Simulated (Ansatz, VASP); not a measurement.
**Si: VASP beside Ansatz**

File POSCAR:

```
Si
1.0
    4.2000000000      0.0000000000      0.0000000000
    0.0000000000      4.2000000000      0.0000000000
    0.0000000000      0.0000000000      4.2000000000
Si
2
Direct
    0.0000000000      0.0000000000      0.0000000000
    0.2757768137      0.1654660882      0.1240995662
```

File INCAR.step1:

```
SYSTEM = Si
PREC = Accurate
ENCUT = 550
ISMEAR = -1
SIGMA = 0.3
LREAL = .FALSE.
LASPH = .TRUE.
NELM = 120
NBANDS = 11
GGA = PE
ALGO = Normal
EDIFF = 1E-5
LWAVE = .TRUE.
LCHARG = .FALSE.
GGA_COMPAT = .FALSE.
```

Contents of INCAR.step2:

```
SYSTEM = Si
PREC = Accurate
ENCUT = 550
EDIFF = 1E-6
ISMEAR = -1
SIGMA = 0.3
LREAL = .FALSE.
LASPH = .TRUE.
NELM = 120
ALGO = Normal
ISIF = 2
LWAVE = .FALSE.
LCHARG = .TRUE.
METAGGA = R2SCAN
LMIXTAU = .TRUE.
LELF = .TRUE.
LVHAR = .TRUE.
NBANDS = 11
ISTART = 1
GGA_COMPAT = .FALSE.
```

The input KPOINTS:

```
regular mesh
0
G
  1 1 1
  0 0 0
```

Input for Ansatz:

```yaml
crystal:
  lattice:
    - [4.2, 0, 0]
    - [0, 4.2, 0]
    - [0, 0, 4.2]
  atoms:
    - { symbol: Si, position: [0, 0, 0] }
    - { symbol: Si, position: [0.2757768137143, 0.1654660882286, 0.1240995661714] }
kpoints:
  mp_grid: { grid: [1, 1, 1], shift: [0, 0, 0] }
hamiltonian:
  xc: r2scan
  pseudopotentials:
    kind: all_electron
    relativity: scalar
    datasets: crystal
    dataset_error: "0.05 meV"
magnetization:
  spin_polarized: false
output:
  forces: true
  stress: true
scf:
  lower_state_search: "off"
  max_iter: 150
  occupations: { method: fermi_dirac, width: "0.3 eV" }
  convergence: { dr2_threshold: "1e-9 eV" }
```

Alike in both runs: task single point; functional r2SCAN; k mesh 1 × 1 × 1; no spin polarisation.

|  | VASP | Ansatz |
| --- | --- | --- |
| version | VASP 6.6.1 | Ansatz 0.2 development build |
| potentials or method | VASP PAW PBE potentials, release 64 (Si), cutoff 550 eV | all-electron unfrozen PAW, scalar-relativistic |
| occupations | fermi-dirac, width 0.3 eV | fermi-dirac |

Ansatz gave:

- rms of the force components (eV/Å): 26.238

**Question.** What did VASP give for the same quantities?

**Answer.** rms of the force components (eV/Å): 26.258.

VASP's potentials were made for PBE, not for r2SCAN. Atom by atom the forces differ by 0.020 eV/Å (rms over components). Ansatz ran all-electron here, and VASP with PAW potentials.

The k mesh is coarse, so the values compare programs but aren't converged.
